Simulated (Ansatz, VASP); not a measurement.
CoSi: VASP beside Ansatz

Contents of INCAR:

```
SYSTEM = CoSi
  PREC = Accurate
  ENCUT = 520
  EDIFF = 1E-6
  ISMEAR = 0
  SIGMA = 0.15
  LREAL = .FALSE.
  LASPH = .TRUE.
  NELM = 60
  ALGO = Normal
  ISIF = 2
  LWAVE = .FALSE.
  LCHARG = .FALSE.
  GGA = PE
  NBANDS = 36
```

KPOINTS

```
regular mesh
0
G
  8 8 8
  0 0 0
```

Contents of POSCAR:

```
CoSi
1.0
    4.3842306624     -0.0203645693      0.0022209167
   -0.0203645693      4.4220917077      0.0785472007
    0.0022209167      0.0785472007      4.4144483649
Co Si
4 4
Direct
    0.1135543896      0.0045159836      0.1185950082
    0.2527083488      0.8418171194      0.8198657559
    0.6515358309      0.4901977461      0.6937741935
    0.9515906756      0.6972664833      0.3730412520
    0.8978845335      0.7578098758      0.7812654408
    0.6417694539      0.1213728692      0.2842062319
    0.4386658883      0.6635402706      0.2199112563
    0.0522908794      0.4234796520      0.7093408613
```

Input for Ansatz:

```yaml
crystal:
  lattice:
    - [4.3842306624, -0.0203645693, 0.0022209167]
    - [-0.0203645693, 4.4220917077, 0.0785472007]
    - [0.0022209167, 0.0785472007, 4.4144483649]
  atoms:
    - { symbol: Co, position: [0.1135543896, 0.0045159836, 0.1185950082] }
    - { symbol: Co, position: [0.2527083488, 0.8418171194, 0.8198657559] }
    - { symbol: Co, position: [0.6515358309, 0.4901977461, 0.6937741935] }
    - { symbol: Co, position: [0.9515906756, 0.6972664833, 0.373041252] }
    - { symbol: Si, position: [0.8978845335, 0.7578098758, 0.7812654408] }
    - { symbol: Si, position: [0.6417694539, 0.1213728692, 0.2842062319] }
    - { symbol: Si, position: [0.4386658883, 0.6635402706, 0.2199112563] }
    - { symbol: Si, position: [0.0522908794, 0.423479652, 0.7093408613] }
basis:
  ecutwfc: 420
kpoints:
  mp_grid: { grid: [8, 8, 8] }
hamiltonian:
  xc: pbe
scf:
  occupations: { method: gaussian, width: 0.15 }
output:
  forces: true
  stress: true
  eigenvalues: true
```

Change from the starting cell: all atoms moved at random, sigma 0.4 Å a component, cell strained at random, sigma 0.01.

Alike in both runs: task single point; functional PBE; k mesh 8 × 8 × 8; occupations gaussian, width 0.15 eV; no spin polarisation.

```csv
,VASP,Ansatz
version,VASP 6.6.1,Ansatz 0.2.0
potentials or method,"VASP PAW PBE potentials, release 64 (Co, Si), cutoff 520 eV","scalar-relativistic, plane waves, PAW"
valence electrons in the cell,52,84
```

|  | VASP | Ansatz | Ansatz less VASP |
| --- | --- | --- | --- |
| gap on the k mesh at the Fermi level (eV) | none | none | - |
| pressure (GPa) | 138.9 | 142.1 | +3.24 |
| traceless stress, the component that is largest in VASP (GPa) | -26.85 | -22.16 | +4.691 |
| rms of the force components (eV/Å) | 13.263 | 13.599 | +0.3353 |

Atom by atom the forces differ by 1.143 eV/Å (rms over components). A gap of «none» marks a metal or a gap that the smearing closes. Both programs put the cell under a high pressure, so it lies far from rest at this level. The functional is the same, so the differences come from potentials, cutoffs and numerics. VASP's potentials hold 52 valence electrons a cell and Ansatz's 84, so a difference there can come from the potentials and not from the codes.

Noted on VASP's run: the cell as given lies far from equilibrium.
